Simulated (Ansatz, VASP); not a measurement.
**Two plane-wave programs on In3S2**

```xyz
5
Lattice="6.2538 0.0000 0.0000 0.0000 6.2538 0.0000 0.0000 0.0000 4.9424" Properties=species:S:1:pos:R:3 pbc="T T T"
In    0.0000    3.1269    2.4712
In    3.1269    0.0000    2.4712
In    0.0000    0.0000    2.4712
S     0.0000    3.1269    0.0000
S     3.1269    0.0000    0.0000
```

Alike in both runs: functional PBE; k mesh 6 × 6 × 8; occupations gaussian, width 0.1 eV; no spin polarisation.

Ansatz relaxed the structure, and its values are those at the end. VASP's run is a single point on that final structure, the one shown.

|  | VASP | Ansatz |
| --- | --- | --- |
| version | VASP 6.6.1 | Ansatz 0.2.0 |
| potentials or method | VASP PAW PBE potentials, release 64 (In_d, S), cutoff 520 eV | scalar-relativistic, plane waves, PAW |
| valence electrons in the cell | 51 | 51 |

```csv
,VASP,Ansatz,Ansatz less VASP
gap on the k mesh at the Fermi level (eV),none,none,-
pressure (GPa),0.0,0.0,+0.04
```

A gap of «none» marks a metal or a gap that the smearing closes. The functional is the same, so the differences come from potentials, cutoffs and numerics.
